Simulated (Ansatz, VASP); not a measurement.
## Pb: VASP beside Ansatz

```xyz
2
Lattice="0.0000 3.4467 3.4467 3.4467 0.0000 3.4467 3.4467 3.4467 0.0000" Properties=species:S:1:pos:R:3 pbc="T T T"
Pb    0.8617    0.8617    0.8617
Pb    6.0318    6.0318    6.0318
```

Alike in both runs: task relaxation of cell and atoms; functional RPBE; k mesh 8 × 8 × 8; occupations fermi-dirac, width 0.1 eV; no spin polarisation.

|  | VASP | Ansatz |
| --- | --- | --- |
| version | VASP 6.6.1 | Ansatz 0.2.0 |
| potentials or method | VASP PAW PBE potentials, release 64 (Pb_d), cutoff 600 eV | plane waves (420 eV) with PAW, scalar-relativistic |
| valence electrons in the cell | 28 | 28 |

VASP gave:

```
relaxed volume (Å³/atom)                                     : 45.97
relaxed cell length with the largest relative difference (Å) : 5.066
```

Q: Estimate Ansatz's values.

A: Relaxed volume (Å³/atom): 46.07; relaxed cell length with the largest relative difference (Å): 5.070.

VASP's potentials were made for PBE, not for RPBE.

Spin-orbit coupling is off throughout.
